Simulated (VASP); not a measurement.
Input of a VASP 6.6.1 run:

The input INCAR:

```
SYSTEM = C
PREC = Accurate
ENCUT = 520
EDIFF = 1E-8
ISMEAR = -1
SIGMA = 0.03
LREAL = .False.
LASPH = .True.
NELM = 120
ALGO = Normal
ISIF = 2
LWAVE = .False.
LCHARG = .False.
GGA = PE
LEFG = .True.
NBANDS = 11
GGA_COMPAT = .False.
```

The input KPOINTS:

```
Automatic mesh
0
Gamma
  14 14 14
  0 0 0
```

The input POSCAR:

```
C
1.0
    0.0000000000      1.8038011959      1.8038011959
    1.8038011959      0.0000000000      1.8038011959
    1.8038011959      1.8038011959      0.0000000000
C
2
Direct
    0.0000000000      0.0000000000      0.0000000000
    0.2500000000      0.2500000000      0.2500000000
```

Potentials or basis: VASP PAW PBE potentials, release 64 (C).

The run is started by

```console
$ cat potpaw_PBE.64/C/POTCAR > POTCAR
$ mpirun -np 1 vasp_std > vasp.out
```

**Question.** Estimate the band gap on the k mesh.

**Answer.** 4.05 eV, indirect (least direct gap 5.50 eV).

**Question.** What does it give for the pressure?

**Answer.** -11.8 GPa.

Caveat: without QUAD_EFG the Cq values of the log hold for a quadrupole moment of 1 mb, not for the nuclei. A k mesh can miss the band edges.
